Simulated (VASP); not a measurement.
# Rb3HgO2 (P6/mmm) in VASP: single point with PBE

Aim: the single point of Rb3HgO2 with PBE.

Everything below comes from runs of VASP 6.6.1. Logs are shortened: lines on timing, memory, paths and dates and some standing lists are left out, and cuts for length are marked.

**1. The cell of the first run**

The structure is hexagonal, space group P6/mmm (No. 191). Conventional cell: a = 6.405 Å, b = 6.405 Å, c = 4.814 Å, α = 90.00°, β = 90.00°, γ = 120.00°. Within 4.1 Å of Rb (site symmetry mmm) lie 4 O at 3.04 Å and 4 Rb at 3.20 Å and 4 Hg at 4.01 Å. Within 4.9 Å of Hg (site symmetry 6/mmm) lie 6 O at 3.70 Å and 12 Rb at 4.01 Å and 2 Hg at 4.81 Å. O (site symmetry -6m2) has 6 Rb at 3.04 Å and 3 O at 3.70 Å and 3 Hg at 3.70 Å within 4.0 Å.

The cell was built from a structure type or drawn by symmetry, and may not be a known phase.

**2. Single point, PBE**

File INCAR:

```
ALGO     = Normal         # electronic algorithm
EDIFF    = 1E-6           # SCF threshold, eV
ENCUT    = 520            # plane-wave cutoff, eV
GGA      = PE             # functional
ISIF     = 2              # what is computed and relaxed
ISMEAR   = 0              # smearing method
LASPH    = True           # aspherical terms in the spheres
LCHARG   = True           # write CHGCAR
LELF     = True           # ELF
LREAL    = False          # projectors in reciprocal space
LVHAR    = True         
LWAVE    = False          # write WAVECAR
NBANDS   = 34             # bands
NELM     = 80             # most SCF steps
PREC     = Accurate       # precision mode
SIGMA    = 0.1            # smearing width, eV
```

File KPOINTS:

```
k-points
0
Gamma
  3 3 4
```

File POSCAR:

```
Rb3HgO2
1.0
    6.4053094200      0.0000000000      0.0000000000
   -3.2026547100      5.5471606700      0.0000000000
    0.0000000000      0.0000000000      4.8136243700
Rb Hg O
3 1 2
Direct
    0.5000000000      0.0000000000      0.5000000000
    0.0000000000      0.5000000000      0.5000000000
    0.5000000000      0.5000000000      0.5000000000
    0.0000000000      0.0000000000      0.0000000000
    0.3333333300      0.6666666700      0.0000000000
    0.6666666700      0.3333333300      0.0000000000
```

Potentials or basis: VASP PAW PBE potentials, release 64 (Rb_sv, Hg, O).

Run with:

```console
> cat potpaw_PBE.64/Rb_sv/POTCAR potpaw_PBE.64/Hg/POTCAR potpaw_PBE.64/O/POTCAR > POTCAR
> mpirun -np 1 vasp_std > vasp.out
```

OUTCAR:

```text
EDIFF = 1E-6
   ENCUT = 520
   GGA = PE
   ISIF = 2
   ISMEAR = 0
   LASPH = True
   LREAL = False
   NELM = 80
   PREC = Accurate

 ion  position               nearest neighbor table
   1  0.500  0.000  0.500-   5 3.04   6 3.04   5 3.04   6 3.04   2 3.20   3 3.20   3 3.20   2 3.20
                             4 4.01   4 4.01   4 4.01   4 4.01   2 5.55   3 5.55   2 5.55   3 5.55
   2  0.000  0.500  0.500-   5 3.04   6 3.04   5 3.04   6 3.04   1 3.20   1 3.20   3 3.20   3 3.20
                             4 4.01   4 4.01   4 4.01   4 4.01   3 5.55   3 5.55   1 5.55   1 5.55
   3  0.500  0.500  0.500-   5 3.04   6 3.04   5 3.04   6 3.04   1 3.20   1 3.20   2 3.20   2 3.20
                             4 4.01   4 4.01   4 4.01   4 4.01   2 5.55   2 5.55   1 5.55   1 5.55
   4  0.000  0.000  0.000-   2 4.01   3 4.01   2 4.01   3 4.01   2 4.01   2 4.01   3 4.01   3 4.01
                             1 4.01   1 4.01   1 4.01   1 4.01
   5  0.333  0.667  0.000-   1 3.04   1 3.04   2 3.04   2 3.04   3 3.04   3 3.04
   6  0.667  0.333  0.000-   1 3.04   1 3.04   2 3.04   2 3.04   3 3.04   3 3.04

  LATTYP: Found a hexagonal cell.
 ALAT       =     6.4053094200
 C/A-ratio  =     0.7515053613

  Lattice vectors:

 A1 = (   6.4053094200,   0.0000000000,   0.0000000000)
 A2 = (  -3.2026547100,   5.5471606700,   0.0000000000)
 A3 = (   0.0000000000,   0.0000000000,   4.8136243700)

Analysis of symmetry for initial positions (statically):
=====================================================================
 Subroutine PRICEL returns:
 Original cell was already a primitive cell.

 Routine SETGRP: Setting up the symmetry group for a
 hexagonal supercell.

 Subroutine GETGRP returns: Found 24 space group operations
 (whereof 24 operations were pure point group operations)
 out of a pool of 24 trial point group operations.

The static configuration has the point symmetry D_6h.

Analysis of symmetry for dynamics (positions and initial velocities):
=====================================================================
 Subroutine PRICEL returns:
 Original cell was already a primitive cell.

 Routine SETGRP: Setting up the symmetry group for a
 hexagonal supercell.

 Subroutine GETGRP returns: Found 24 space group operations
 (whereof 24 operations were pure point group operations)
 out of a pool of 24 trial point group operations.

The dynamic configuration has the point symmetry D_6h.

 Subroutine INISYM returns: Found 24 space group operations
 (whereof 24 operations are pure point group operations),
 and found     1 'primitive' translations

----------------------------------------------------------------------------------------

                                     Primitive cell

  volume of cell :     171.0342

  direct lattice vectors                    reciprocal lattice vectors
     6.405309420  0.000000000  0.000000000     0.156120483  0.090136203  0.000000000
    -3.202654710  5.547160670  0.000000000     0.000000000  0.180272406  0.000000000
     0.000000000  0.000000000  4.813624370     0.000000000  0.000000000  0.207743672

  length of vectors
     6.405309420  6.405309414  4.813624370     0.180272406  0.180272406  0.207743672

  position of ions in fractional coordinates (direct lattice)
     0.500000000  0.000000000  0.500000000
     0.000000000  0.500000000  0.500000000
     0.500000000  0.500000000  0.500000000
     0.000000000  0.000000000  0.000000000
     0.333333330  0.666666670  0.000000000
     0.666666670  0.333333330  0.000000000

  ion indices of the primitive-cell ions
   primitive index   ion index
                 1           1
                 2           2
                 3           3
                 4           4
                 5           5
                 6           6

----------------------------------------------------------------------------------------

 KPOINTS: k-points

Automatic generation of k-mesh.
 Grid dimensions read from file:
 generate k-points for:    3    3    4

 Generating k-lattice:

  Cartesian coordinates                     Fractional coordinates (reciprocal lattice)
     0.052040161  0.030045401  0.000000000     0.333333333  0.000000000  0.000000000
     0.000000000  0.060090802  0.000000000     0.000000000  0.333333333  0.000000000
     0.000000000  0.000000000  0.051935918     0.000000000  0.000000000  0.250000000

  Length of vectors
     0.060090802  0.060090802  0.051935918

  Shift w.r.t. Gamma in fractional coordinates (k-lattice)
     0.000000000  0.000000000  0.000000000

 Subroutine IBZKPT returns following result:
 ===========================================

 Found      9 irreducible k-points:

 Following reciprocal coordinates:
            Coordinates               Weight
  0.000000  0.000000  0.000000      1.000000
  0.333333  0.000000  0.000000      6.000000
  0.333333  0.333333  0.000000      2.000000
  0.000000  0.000000  0.250000      2.000000
  0.333333  0.000000  0.250000     12.000000
  0.333333  0.333333  0.250000      4.000000
  0.000000  0.000000  0.500000      1.000000
  0.333333  0.000000  0.500000      6.000000
  0.333333  0.333333  0.500000      2.000000
   k-points           NKPTS =      9   k-points in BZ     NKDIM =      9   number of bands    NBANDS=     34
   number of dos      NEDOS =    301   number of ions     NIONS =      6
   total plane-waves  NPLWV =  82944
   dimension x,y,z NGX =    48 NGY =   48 NGZ =   36
   dimension x,y,z NGXF=    96 NGYF=   96 NGZF=   72
   ions per type =               3   1   2
   NGX,Y,Z   is equivalent  to a cutoff of  12.46, 12.46, 12.43 a.u.
   NGXF,Y,Z  is equivalent  to a cutoff of  24.92, 24.92, 24.87 a.u.
 SYSTEM =  unknown system
   PREC   = accura    normal or accurate (medium, high low for compatibility)
   ISTART =      0    job   : 0-new  1-cont  2-samecut
   ICHARG =      2    charge: 1-file 2-atom 10-const
   ISPIN  =      1    spin polarized calculation?
   LNONCOLLINEAR =      F non collinear calculations
   LSORBIT =      F    spin-orbit coupling
   LASPH  =      T    aspherical Exc in radial PAW
   ENCUT  =  520.0 eV  38.22 Ry    6.18 a.u.  11.91 11.91  8.95*2*pi/ulx,y,z
   NELM   =     80;   NELMIN=  2; NELMDL= -5     # of ELM steps
   EDIFF  = 0.1E-05   stopping-criterion for ELM
   LREAL  =      F    real-space projection
[... 7 lines left out ...]
   TEBEG  =    0.0;   TEEND  =   0.0 temperature during run
   PSTRESS=    0.0 pullay stress
   NELECT =      51.0000    total number of electrons
   NUPDOWN=      -1.0000    fix difference up-down
   EMIN   =  10.00;   EMAX   =-10.00  energy-range for DOS
   EFERMI =   0.00;   METHOD = LEGACY
   ISMEAR =     0;   SIGMA  =   0.10  broadening in eV -4-tet -1-fermi 0-gaus
   EFERMI_NEDOS =   21; number of points for ismear=-14 and -15
   IALGO  =     38    algorithm
   IMIX   =      4    mixing-type and parameters
     AMIX     =   0.40;   BMIX     =  1.00
     AMIX_MAG =   1.60;   BMIX_MAG =  1.00
  volume/ion in A,a.u.               =      28.51       192.37
  Fermi-wavevector in a.u.,A,eV,Ry     =   1.093714  2.066820 16.275437  1.196211
  Thomas-Fermi vector in A             =   2.230005
   LORBIT       =      0    0 simple, 1 ext, 2 COOP (PROOUT), +10 PAW based schemes
   GGA     = PE    functional components
   LHFCALC =     F    Hartree Fock is set to
   AEXX    =    0.0000 exact exchange contribution
   IVDW    =     0    specifies the selected vdW correction
   LEPSILON=     F    determine dielectric tensor
   LRPA    =     F    only Hartree local field effects (RPA)
 non-spin polarized calculation
 Gauss-broadening in eV      SIGMA  =   0.10
  energy-cutoff  :      520.00
  volume of cell :      171.03
 maximum number of plane-waves:      4632
 NGX is ok and might be reduce to    48
   NGX = 23   NGY = 23   NGZ = 17

 number of electron      50.9999995 magnetization

 Free energy of the ion-electron system (eV)
  ---------------------------------------------------
  ext. energy  EPLUGINS =         0.00000000
  ---------------------------------------------------
  free energy    TOTEN  =       -14.81871758 eV

  energy without entropy =      -14.74812196  energy(sigma->0) =      -14.78341977

 E-fermi :   0.3778     XC(G=0):  -8.1943

 val. band max:        0.3562926676   @ k =   0.3333   0.0000   0.2500
 cond. band min:       0.3941772622   @ k =   0.3333   0.3333   0.2500
 fundamental gap:      0.0378845946
 Fermi energy:         0.3778388226

 k-point     1 :       0.0000    0.0000    0.0000
  band No.  band energies     occupation
      1     -26.9609      2.00000
      2     -26.5549      2.00000
      3     -26.5549      2.00000
      4     -14.4557      2.00000
      5     -14.3673      2.00000
      6     -12.1958      2.00000
[... 26 lines left out ...]
     33       4.8485      0.00000
     34       6.0253      0.00000

 k-point     2 :       0.3333    0.0000    0.0000
  band No.  band energies     occupation
      1     -26.8792      2.00000
      2     -26.6455      2.00000
      3     -26.5557      2.00000
      4     -14.4169      2.00000
      5     -14.3701      2.00000
      6     -11.9352      2.00000
[... 26 lines left out ...]
     33       6.3168      0.00000
     34       6.6078      0.00000

 k-point     3 :       0.3333    0.3333    0.0000
  band No.  band energies     occupation
      1     -26.7643      2.00000
      2     -26.7643      2.00000
      3     -26.5565      2.00000
      4     -14.3850      2.00000
      5     -14.3850      2.00000
      6     -11.4828      2.00000
[... 26 lines left out ...]
     33       6.1846      0.00000
     34       6.7429      0.00000
[... 149 lines left out ...]
 k-point     8 :       0.3333    0.0000    0.5000
  band No.  band energies     occupation
      1     -26.8748      2.00000
      2     -26.6427      2.00000
      3     -26.5535      2.00000
      4     -14.4791      2.00000
      5     -14.3484      2.00000
      6     -12.1052      2.00000
[... 26 lines left out ...]
     33       6.1534      0.00000
     34       6.3412      0.00000

 k-point     9 :       0.3333    0.3333    0.5000
  band No.  band energies     occupation
      1     -26.7607      2.00000
      2     -26.7607      2.00000
      3     -26.5543      2.00000
      4     -14.4139      2.00000
      5     -14.4139      2.00000
      6     -11.5746      2.00000
[... 26 lines left out ...]
     33       6.6972      0.00000
     34       6.7703      0.00000

------------------------ aborting loop because EDIFF is reached ----------------------------------------

  FORCE on cell =-STRESS in cart. coord.  units (eV):
  Direction    XX          YY          ZZ          XY          YZ          ZX
  --------------------------------------------------------------------------------------
  -------------------------------------------------------------------------------------
  Total        5.1854230      5.1854230    -11.4960076      0.0000000     -0.0000000      0.0000000
  in kB       48.5748776     48.5748775   -107.6897995      0.0000000     -0.0000000      0.0000000
  external PRESSURE =      -3.5133481 kB  Pullay stress =       0.0000000 kB

 VOLUME and BASIS-vectors are now :
 -----------------------------------------------------------------------------
  energy-cutoff  :      520.00
  volume of cell :      171.03
      direct lattice vectors                 reciprocal lattice vectors
     6.405309420  0.000000000  0.000000000     0.156120483  0.090136203  0.000000000
    -3.202654710  5.547160670  0.000000000     0.000000000  0.180272406  0.000000000
     0.000000000  0.000000000  4.813624370     0.000000000  0.000000000  0.207743672

 POSITION                                       TOTAL-FORCE (eV/Angst)
 -----------------------------------------------------------------------------------
      3.20265      0.00000      2.40681         0.000000      0.000000      0.000000
     -1.60133      2.77358      2.40681         0.000000      0.000000      0.000000
      1.60133      2.77358      2.40681         0.000000      0.000000      0.000000
      0.00000      0.00000      0.00000         0.000000      0.000000      0.000000
     -0.00000      3.69811      0.00000         0.000000     -0.000000      0.000000
      3.20265      1.84905      0.00000        -0.000000      0.000000      0.000000
 -----------------------------------------------------------------------------------
    total drift:                               -0.000000      0.000000     -0.000000

  FREE ENERGIE OF THE ION-ELECTRON SYSTEM (eV)
  ---------------------------------------------------
  free  energy   TOTEN  =       -14.8187175830 eV

  energy  without entropy=      -14.7481219614  energy(sigma->0) =      -14.78341977
```

Run time: 83 s. Hardware: 1 thread of Intel Xeon 8259CL, shared host; peak memory 0.29 GiB.

What came out:

```yaml
Free_energy: -14.8187 eV
Pressure: -0.4 GPa
Band_gap_on_the_k_mesh: zero (an odd number of electrons rules out a gap without spin polarisation)
```

Stress tensor (GPa, compression positive):
```
  4.86   0.00   0.00
  0.00   4.86   0.00
  0.00   0.00 -10.77
```

Caveat: the k points lie up to 0.38 Å⁻¹ apart, too coarse for converged energies and pressures of a metal; spin-orbit coupling is left out, which moves the levels of the heavy elements; an odd number of electrons without spin polarisation forces a metal; a magnetic or distorted state may lie lower.
